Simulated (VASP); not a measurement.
# AlFe (CsCl type) in VASP: a series of runs

Runs on AlFe (CsCl type). Level: HSE06. Tasks: single point.

Everything below comes from runs of VASP 6.6.1. Logs are shortened: lines on timing, memory, paths and dates and some standing lists are left out, and cuts for length are marked.

### 1 The cell of the first run

It takes space group Pm-3m (No. 221, cubic). The conventional cell has a = 2.908 Å, b = 2.908 Å, c = 2.908 Å, α = 90.00°, β = 90.00°, γ = 90.00°. Fe (site symmetry m-3m) has 8 Al at 2.52 Å and 6 Fe at 2.91 Å within 3.3 Å. Al (site symmetry m-3m) has 8 Fe at 2.52 Å and 6 Al at 2.91 Å within 3.3 Å.

### 2 Single point, HSE06

POSCAR reads:

```
AlFe
1.0
    2.9077674890      0.0000000000      0.0000000000
    0.0000000000      2.9077674890      0.0000000000
    0.0000000000      0.0000000000      2.9077674890
Fe Al
1 1
Direct
    0.0000000000      0.0000000000      0.0000000000
    0.5000000000      0.5000000000      0.5000000000
```

INCAR.step1 reads:

```
ALGO     = Normal         # electronic algorithm
EDIFF    = 1E-5           # SCF threshold, eV
ENCUT    = 520            # plane-wave cutoff, eV
GGA      = PE             # functional
ISIF     = 2              # what is computed and relaxed
ISMEAR   = -1             # smearing method
LASPH    = T              # aspherical terms in the spheres
LCHARG   = F              # write CHGCAR
LREAL    = F              # projectors in reciprocal space
LWAVE    = T              # write WAVECAR
NBANDS   = 12             # bands
NELM     = 100            # most SCF steps
PREC     = Accurate       # precision mode
SIGMA    = 0.1            # smearing width, eV
```

INCAR.step2 reads:

```
ALGO     = Normal         # electronic algorithm
EDIFF    = 1E-6           # SCF threshold, eV
ENCUT    = 520            # plane-wave cutoff, eV
GGA      = PE             # functional
HFSCREEN = 0.2079         # screening, 1/A
ISIF     = 2              # what is computed and relaxed
ISMEAR   = -1             # smearing method
ISTART   = 1            
LASPH    = T              # aspherical terms in the spheres
LCHARG   = F              # write CHGCAR
LHFCALC  = T              # exact exchange
LREAL    = F              # projectors in reciprocal space
LWAVE    = F              # write WAVECAR
NBANDS   = 12             # bands
NELM     = 100            # most SCF steps
PREC     = Accurate       # precision mode
PRECFOCK = Normal       
SIGMA    = 0.1            # smearing width, eV
```

KPOINTS reads:

```
k-points
0
Gamma
  4 4 4
```

Potentials or basis: VASP PAW PBE potentials, release 64 (Fe, Al).

Started as:

```bash
cat potpaw_PBE.64/Fe/POTCAR potpaw_PBE.64/Al/POTCAR > POTCAR
cp INCAR.step1 INCAR
mpirun -np 1 vasp_std > vasp.out
cp INCAR.step2 INCAR
mpirun -np 1 vasp_std > vasp.out
```

OUTCAR:

```text
EDIFF = 1E-6
   ENCUT = 520
   GGA = PE
   HFSCREEN = 0.2079
   ISIF = 2
   ISMEAR = -1
   ISTART = 1
   LASPH = T
   LHFCALC = T
   LREAL = F
   NELM = 100
   PREC = Accurate
   PRECFOCK = Normal

 ion  position               nearest neighbor table
   1  0.000  0.000  0.000-   2 2.52   2 2.52   2 2.52   2 2.52   2 2.52   2 2.52   2 2.52   2 2.52

   2  0.500  0.500  0.500-   1 2.52   1 2.52   1 2.52   1 2.52   1 2.52   1 2.52   1 2.52   1 2.52

  LATTYP: Found a simple cubic cell.
 ALAT       =     2.9077674890

  Lattice vectors:

 A1 = (   2.9077674890,   0.0000000000,   0.0000000000)
 A2 = (   0.0000000000,   2.9077674890,   0.0000000000)
 A3 = (   0.0000000000,   0.0000000000,   2.9077674890)

Analysis of symmetry for initial positions (statically):
=====================================================================
 Subroutine PRICEL returns:
 Original cell was already a primitive cell.

 Routine SETGRP: Setting up the symmetry group for a
 simple cubic supercell.

 Subroutine GETGRP returns: Found 48 space group operations
 (whereof 48 operations were pure point group operations)
 out of a pool of 48 trial point group operations.

The static configuration has the point symmetry O_h .

Analysis of symmetry for dynamics (positions and initial velocities):
=====================================================================
 Subroutine PRICEL returns:
 Original cell was already a primitive cell.

 Routine SETGRP: Setting up the symmetry group for a
 simple cubic supercell.

 Subroutine GETGRP returns: Found 48 space group operations
 (whereof 48 operations were pure point group operations)
 out of a pool of 48 trial point group operations.

The dynamic configuration has the point symmetry O_h .

 Subroutine INISYM returns: Found 48 space group operations
 (whereof 48 operations are pure point group operations),
 and found     1 'primitive' translations

----------------------------------------------------------------------------------------

                                     Primitive cell

  volume of cell :      24.5855

  direct lattice vectors                    reciprocal lattice vectors
     2.907767489  0.000000000  0.000000000     0.343906452  0.000000000  0.000000000
     0.000000000  2.907767489  0.000000000     0.000000000  0.343906452  0.000000000
     0.000000000  0.000000000  2.907767489     0.000000000  0.000000000  0.343906452

  length of vectors
     2.907767489  2.907767489  2.907767489     0.343906452  0.343906452  0.343906452

  position of ions in fractional coordinates (direct lattice)
     0.000000000  0.000000000  0.000000000
     0.500000000  0.500000000  0.500000000

  ion indices of the primitive-cell ions
   primitive index   ion index
                 1           1
                 2           2

----------------------------------------------------------------------------------------

 KPOINTS: k-points

Automatic generation of k-mesh.
 Grid dimensions read from file:
 generate k-points for:    4    4    4

 Generating k-lattice:

  Cartesian coordinates                     Fractional coordinates (reciprocal lattice)
     0.085976613  0.000000000  0.000000000     0.250000000  0.000000000  0.000000000
     0.000000000  0.085976613  0.000000000     0.000000000  0.250000000  0.000000000
     0.000000000  0.000000000  0.085976613     0.000000000  0.000000000  0.250000000

  Length of vectors
     0.085976613  0.085976613  0.085976613

  Shift w.r.t. Gamma in fractional coordinates (k-lattice)
     0.000000000  0.000000000  0.000000000

 Subroutine IBZKPT returns following result:
 ===========================================

 Found     10 irreducible k-points:

 Following reciprocal coordinates:
            Coordinates               Weight
  0.000000  0.000000  0.000000      1.000000
  0.250000  0.000000  0.000000      6.000000
  0.500000  0.000000  0.000000      3.000000
  0.250000  0.250000  0.000000     12.000000
  0.500000  0.250000  0.000000     12.000000
  0.500000  0.500000  0.000000      3.000000
  0.250000  0.250000  0.250000      8.000000
  0.500000  0.250000  0.250000     12.000000
  0.500000  0.500000  0.250000      6.000000
  0.500000  0.500000  0.500000      1.000000
   k-points           NKPTS =     10   k-points in BZ     NKDIM =     64   number of bands    NBANDS=     12
   number of dos      NEDOS =    301   number of ions     NIONS =      2
   total plane-waves  NPLWV =  13824
   dimension x,y,z NGX =    24 NGY =   24 NGZ =   24
   dimension x,y,z NGXF=    48 NGYF=   48 NGZF=   48
   ions per type =               1   1
   NGX,Y,Z   is equivalent  to a cutoff of  13.72, 13.72, 13.72 a.u.
   NGXF,Y,Z  is equivalent  to a cutoff of  27.44, 27.44, 27.44 a.u.
 SYSTEM =  unknown system
   PREC   = accura    normal or accurate (medium, high low for compatibility)
   ISTART =      1    job   : 0-new  1-cont  2-samecut
   ICHARG =      0    charge: 1-file 2-atom 10-const
   ISPIN  =      1    spin polarized calculation?
   LNONCOLLINEAR =      F non collinear calculations
   LSORBIT =      F    spin-orbit coupling
   LASPH  =      T    aspherical Exc in radial PAW
   ENCUT  =  520.0 eV  38.22 Ry    6.18 a.u.   5.41  5.41  5.41*2*pi/ulx,y,z
   NELM   =    100;   NELMIN=  2; NELMDL=  0     # of ELM steps
   EDIFF  = 0.1E-05   stopping-criterion for ELM
   LREAL  =      F    real-space projection
   EDIFFG = 0.1E-04   stopping-criterion for IOM
   NSW    =      0    number of steps for IOM
   IBRION =     -1    ionic relax: 0-MD 1-quasi-New 2-CG
   NFREE  =      0    steps in history (QN), initial steepest desc. (CG)
   ISIF   =      2    stress and relaxation
   ISYM   =      3    0-nonsym 1-usesym 2-fastsym
   POTIM  = 0.5000    time-step for ionic-motion
   TEBEG  =    0.0;   TEEND  =   0.0 temperature during run
   PSTRESS=    0.0 pullay stress
   NELECT =      11.0000    total number of electrons
   NUPDOWN=      -1.0000    fix difference up-down
   EMIN   =  10.00;   EMAX   =-10.00  energy-range for DOS
   EFERMI =   0.00;   METHOD = LEGACY
   ISMEAR =    -1;   SIGMA  =   0.10  broadening in eV -4-tet -1-fermi 0-gaus
   EFERMI_NEDOS =   21; number of points for ismear=-14 and -15
   IALGO  =     38    algorithm
   IMIX   =      1    mixing-type and parameters
     AMIX     =   0.40;   BMIX     =  1.00
     AMIX_MAG =   1.60;   BMIX_MAG =  1.00
  volume/ion in A,a.u.               =      12.29        82.96
  Fermi-wavevector in a.u.,A,eV,Ry     =   1.252120  2.366164 21.331285  1.567805
  Thomas-Fermi vector in A             =   2.386036
   LORBIT       =      0    0 simple, 1 ext, 2 COOP (PROOUT), +10 PAW based schemes
   GGA     = PE    functional components
   LHFCALC =     T    Hartree Fock is set to
   PRECFOCK=normal    Normal, Fast or Accurate (Low or Medium for compatibility)
   ENCUT4O =  -1.0   cutoff for four orbital integrals eV
   NKREDX  =     1    reduce k-point grid by
   NKREDY  =     1    reduce k-point grid by
   NKREDZ  =     1    reduce k-point grid by
   AEXX    =    0.2500 exact exchange contribution
   HFSCREEN=    0.2079 screening length (either q_TF or 0.3 A-1)
   HFSCREENC=   0.2079 screening length for correlation (either q_TF or 0.3 A-1)
   ENCUTFOCK=  -1.0 apply spherical cutoff to Coloumb kernel
   IVDW    =     0    specifies the selected vdW correction
   LEPSILON=     F    determine dielectric tensor
   LRPA    =     F    only Hartree local field effects (RPA)
 non-spin polarized calculation
  energy-cutoff  :      520.00
  volume of cell :       24.59
 maximum number of plane-waves:       691
 NGX is ok and might be reduce to    24
  NGX = 18; NGY = 18; NGZ = 18

 number of electron      10.9999995 magnetization

 Free energy of the ion-electron system (eV)
  ---------------------------------------------------
  ext. energy  EPLUGINS =         0.00000000
  ---------------------------------------------------
  free energy    TOTEN  =       -15.02400248 eV

  energy without entropy =      -14.98464631  energy(sigma->0) =      -15.00432440

 E-fermi :   6.9233     XC(G=0):  -9.7887

 val. band max:        6.8638120916   @ k =   0.2500   0.0000   0.0000
 cond. band min:       6.9543190528   @ k =   0.5000   0.0000   0.0000
 fundamental gap:      0.0905069611
 Fermi energy:         6.9233033850

 k-point     1 :       0.0000    0.0000    0.0000
  band No.  band energies     occupation
      1      -4.0647      2.00000
      2       4.9681      2.00000
      3       4.9681      2.00000
      4       6.7758      1.62756
      5       6.7758      1.62752
      6       6.7758      1.62750
      7      14.3827      0.00000
      8      14.3827      0.00000
      9      14.3827      0.00000
     10      17.9141      0.00000
     11      17.9141      0.00000
     12      23.8143      0.00000

 k-point     2 :       0.2500    0.0000    0.0000
  band No.  band energies     occupation
      1      -2.8044      2.00000
      2       4.3253      2.00000
      3       5.3146      2.00000
      4       6.1769      1.99885
      5       6.1769      1.99885
      6       6.8638      1.28898
      7      10.4928      0.00000
      8      16.0220      0.00000
      9      16.0220      0.00000
     10      17.4493      0.00000
     11      21.1475      0.00000
     12      24.9695      0.00000

 k-point     3 :       0.5000    0.0000    0.0000
  band No.  band energies     occupation
      1       0.4817      2.00000
      2       0.8170      2.00000
      3       5.7013      1.99999
      4       5.7013      1.99999
      5       5.7044      1.99999
      6       6.9543      0.84615
      7       9.5486      0.00000
      8      16.8737      0.00000
      9      19.4358      0.00000
     10      19.4358      0.00000
     11      20.2064      0.00000
     12      20.2064      0.00000
[... 76 lines left out ...]
 k-point     9 :       0.5000    0.5000    0.2500
  band No.  band energies     occupation
      1       2.3691      2.00000
      2       3.7414      2.00000
      3       3.7414      2.00000
      4       6.3819      1.99114
      5       8.3831      0.00000
      6       8.3831      0.00000
      7       9.0603      0.00000
      8      11.7116      0.00000
      9      12.0390      0.00000
     10      16.5527      0.00000
     11      17.8941      0.00000
     12      17.8941      0.00000

 k-point    10 :       0.5000    0.5000    0.5000
  band No.  band energies     occupation
      1       3.1761      2.00000
      2       3.1761      2.00000
      3       3.1761      2.00000
      4       9.0433      0.00000
      5       9.0433      0.00000
      6      10.9204      0.00000
      7      10.9204      0.00000
      8      10.9204      0.00000
      9      11.9736      0.00000
     10      14.0729      0.00000
     11      14.0729      0.00000
     12      14.0729      0.00000

------------------------ aborting loop because EDIFF is reached ----------------------------------------

  FORCE on cell =-STRESS in cart. coord.  units (eV):
  Direction    XX          YY          ZZ          XY          YZ          ZX
  --------------------------------------------------------------------------------------
  -------------------------------------------------------------------------------------
  Total       -2.4475522     -2.4475522     -2.4475522     -0.0000000      0.0000000     -0.0000000
  in kB     -159.5010370   -159.5010370   -159.5010370     -0.0000000      0.0000000     -0.0000000
  external PRESSURE =    -159.5010370 kB  Pullay stress =       0.0000000 kB

 VOLUME and BASIS-vectors are now :
 -----------------------------------------------------------------------------
  energy-cutoff  :      520.00
  volume of cell :       24.59
      direct lattice vectors                 reciprocal lattice vectors
     2.907767489  0.000000000  0.000000000     0.343906452  0.000000000  0.000000000
     0.000000000  2.907767489  0.000000000     0.000000000  0.343906452  0.000000000
     0.000000000  0.000000000  2.907767489     0.000000000  0.000000000  0.343906452

 POSITION                                       TOTAL-FORCE (eV/Angst)
 -----------------------------------------------------------------------------------
      0.00000      0.00000      0.00000         0.000000      0.000000      0.000000
      1.45388      1.45388      1.45388         0.000000      0.000000      0.000000
 -----------------------------------------------------------------------------------
    total drift:                                0.000011      0.000010      0.000011

  FREE ENERGIE OF THE ION-ELECTRON SYSTEM (eV)
  ---------------------------------------------------
  free  energy   TOTEN  =       -15.0240024830 eV

  energy  without entropy=      -14.9846463146  energy(sigma->0) =      -15.00432440
```

Wall time 2.3 min (1 thread of Intel Xeon 6975P-C (Granite Rapids), shared host); peak memory 0.24 GiB.

Results:

```yaml
Free_energy: -15.0240 eV
Pressure: -16.0 GPa
Band_gap_on_the_k_mesh: zero (an odd number of electrons rules out a gap without spin polarisation)
```

Levels at points of the mesh, in eV from the Fermi level:
```tsv
k point	band 2	band 3	band 4	band 5	band 6	band 7	band 8	band 9	band 10	band 11
(0.00, 0.00, 0.00)	-1.96	-1.96	-0.15	-0.15	-0.15	7.46	7.46	7.46	10.99	10.99
(0.50, 0.00, 0.00)	-6.11	-1.22	-1.22	-1.22	0.03	2.63	9.95	12.51	12.51	13.28
(0.50, 0.50, 0.00)	-2.05	-1.86	-1.86	-0.91	-0.91	2.15	4.89	5.09	14.01	17.42
(0.50, 0.50, 0.50)	-3.75	-3.75	2.12	2.12	4.00	4.00	4.00	5.05	7.15	7.15
```

Caveat: the k points lie up to 0.54 Å⁻¹ apart, too coarse for converged energies and pressures of a metal; the PAW data sets were made with another functional, which shifts forces and pressure a little; the run has no spin polarisation, though such a crystal can be magnetic. Spin polarisation is off, so any magnetic state and its effect on volume and gap are missing.

### 3 Single point, HSE06

This run uses another cell than the first one, of 11.82 Å³/atom.

POSCAR reads:

```
AlFe
1.0
    2.8700000000      0.0000000000      0.0000000000
    0.0000000000      2.8700000000      0.0000000000
    0.0000000000      0.0000000000      2.8700000000
Fe Al
1 1
Direct
    0.0120700405      0.0120700405      0.0120700405
    0.5000000000      0.5000000000      0.5000000000
```

INCAR.step1 reads:

```
SYSTEM = AlFe
PREC = Accurate ; ENCUT = 520
EDIFF = 1E-5 ; ISMEAR = -1
SIGMA = 0.1 ; LREAL = .FALSE.
LASPH = .TRUE. ; NELM = 80
ALGO = Normal ; ISIF = 2
LWAVE = .TRUE. ; LCHARG = .FALSE.
GGA = PE ; NBANDS = 12
```

INCAR.step2 reads:

```
SYSTEM = AlFe
PREC = Accurate ; ENCUT = 520
EDIFF = 1E-6 ; ISMEAR = -1
SIGMA = 0.1 ; LREAL = .FALSE.
LASPH = .TRUE. ; NELM = 80
ALGO = Normal ; ISIF = 2
LWAVE = .FALSE. ; LCHARG = .FALSE.
GGA = PE ; LHFCALC = .TRUE.
HFSCREEN = 0.2079 ; PRECFOCK = Normal
ISTART = 1 ; NBANDS = 12
```

KPOINTS reads:

```
regular mesh
0
G
  4 4 4
  0 0 0
```

Potentials or basis: VASP PAW PBE potentials, release 64 (Fe, Al).

Started as:

```bash
cat potpaw_PBE.64/Fe/POTCAR potpaw_PBE.64/Al/POTCAR > POTCAR
cp INCAR.step1 INCAR
mpirun -np 1 vasp_std > vasp.out
cp INCAR.step2 INCAR
mpirun -np 1 vasp_std > vasp.out
```

Wall time 2.4 min (1 thread of Intel Xeon 6975P-C (Granite Rapids), shared host); peak memory 0.23 GiB.

Results (log left out):

```
Free energy            : -15.0887 eV
Pressure               : -9.9 GPa
Largest force          : 0.436 eV/Å
Band gap on the k mesh : zero (an odd number of electrons rules out a gap without spin polarisation)
```

Forces in eV/Å, atoms in the order of the input:
```
Fe  -0.252 -0.252 -0.252
Al   0.252  0.252  0.252
```

Stress tensor (GPa, compression positive):
```
-9.95  0.18  0.18
 0.18 -9.95  0.18
 0.18  0.18 -9.95
```

Levels at points of the mesh, in eV from the Fermi level:
| k point | band 3 | band 4 | band 5 | band 6 | band 7 | band 8 | band 9 | band 10 |
| --- | --- | --- | --- | --- | --- | --- | --- | --- |
| (0.00, 0.00, 0.00) | -2.14 | -0.16 | -0.13 | -0.13 | 7.70 | 7.70 | 7.71 | 11.22 |
| (0.50, 0.00, 0.00) | -1.36 | -1.28 | -1.27 | 0.05 | 2.70 | 10.04 | 12.79 | 12.79 |
| (0.50, 0.50, 0.00) | -1.92 | -1.88 | -0.96 | -0.95 | 2.19 | 5.07 | 5.40 | 14.50 |
| (0.50, 0.50, 0.50) | -3.91 | 2.16 | 2.16 | 4.04 | 4.04 | 4.04 | 5.42 | 7.43 |

Caveat: the k points lie up to 0.55 Å⁻¹ apart, too coarse for converged energies and pressures of a metal; the PAW data sets were made with another functional, which shifts forces and pressure a little; the run has no spin polarisation, though such a crystal can be magnetic. Spin polarisation is off, so any magnetic state and its effect on volume and gap are missing.

(Part 1 of 2 ends here.)

The gap in the log of VASP goes by the Fermi energy; the results here count the filled bands.